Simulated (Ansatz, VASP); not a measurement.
**Two plane-wave programs on SiO2**

```
CELL_PARAMETERS angstrom
4.15515 0.00000 0.00000
0.00000 4.15515 0.00000
0.00000 0.00000 2.78910
ATOMIC_POSITIONS crystal
Si 0.50000 0.50000 0.50000
Si 0.00000 0.00000 0.00000
O 0.69443 0.69443 0.00000
O 0.19443 0.80557 0.50000
O 0.30557 0.30557 0.00000
O 0.80557 0.19443 0.50000
```

Alike in both runs: task single point; functional LDA; k mesh 6 × 6 × 8; occupations gaussian, width 0.05 eV; no spin polarisation.

|  | VASP | Ansatz |
| --- | --- | --- |
| version | VASP 6.6.1 | Ansatz 0.2.0 |
| potentials or method | VASP PAW LDA potentials, release 64 (Si, O), cutoff 520 eV | scalar-relativistic, plane waves, PAW |
| valence electrons in the cell | 32 | 32 |

```csv
,VASP,Ansatz,Ansatz less VASP
gap on the k mesh at the Fermi level (eV),4.80,4.80,-0.001
least direct gap on the mesh (eV),4.80,4.80,-0.001
pressure (GPa),-14.9,-15.8,-0.92
"traceless stress, the component that is largest in VASP (GPa)",-14.19,-14.58,-0.392
rms of the force components (eV/Å),0.026,0.020,-0.0065
```

Ansatz warns that its potentials were made for another functional, while VASP's fit it. LDA's correlation is that of Perdew and Zunger in VASP and of Perdew and Wang (1992) in Ansatz. Atom by atom the forces differ by 0.006 eV/Å (rms over components).
